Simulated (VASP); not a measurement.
HfMoC2, 4 atoms in the cell. It takes space group P4/mmm (No. 123, tetragonal). Conventional cell: a = 3.213 Å, b = 3.213 Å, c = 4.515 Å, α = 90.00°, β = 90.00°, γ = 90.00°. Within 3.0 Å of Hf (site symmetry 4/mmm) lie 6 C at 2.26 to 2.27 Å. Mo (site symmetry 4/mmm) has 6 C at 2.26 to 2.27 Å within 3.0 Å. C (site symmetry 4/mmm) has 2 Mo at 2.26 Å and 4 Hf at 2.27 Å within 3.0 Å. Within 3.0 Å of C (site symmetry 4/mmm) lie 2 Hf at 2.26 Å and 4 Mo at 2.27 Å.  This cell differs from its parent crystal: volume scaled by 1.02.

```yaml
Program: VASP 6.6.1
Task: single point
Functional: PBEsol
Potentials_or_basis: VASP PAW PBE potentials, release 64 (Hf_pv, Mo_sv, C)
Cutoff: 520 eV
k_mesh: 8 × 8 × 6
Occupations: fermi-dirac, width 0.05 eV
Spin: no spin polarisation
Dipole_correction: no
Further_INCAR_settings: ALGO = Normal; EDIFF = 1e-06; NBANDS = 24
```

Potentials or basis: VASP PAW PBE potentials, release 64 (Hf_pv, Mo_sv, C).

Command:

```bash
$ cat potpaw_PBE.64/Hf_pv/POTCAR potpaw_PBE.64/Mo_sv/POTCAR potpaw_PBE.64/C/POTCAR > POTCAR
$ mpirun -np 1 vasp_std > vasp.out
```

Hardware: 1 thread of Intel(R) Xeon(R) Platinum 8259CL CPU @ 2.50GHz (Skylake/Cascade Lake), on a shared host.

Task: Estimate the wall time of this run.

Result: Run time: 38 s on 1 thread of Intel(R) Xeon(R) Platinum 8259CL CPU @ 2.50GHz (Skylake/Cascade Lake) (shared host), peak memory 0.2 GiB. Counts: scf iterations 14, k points 60.
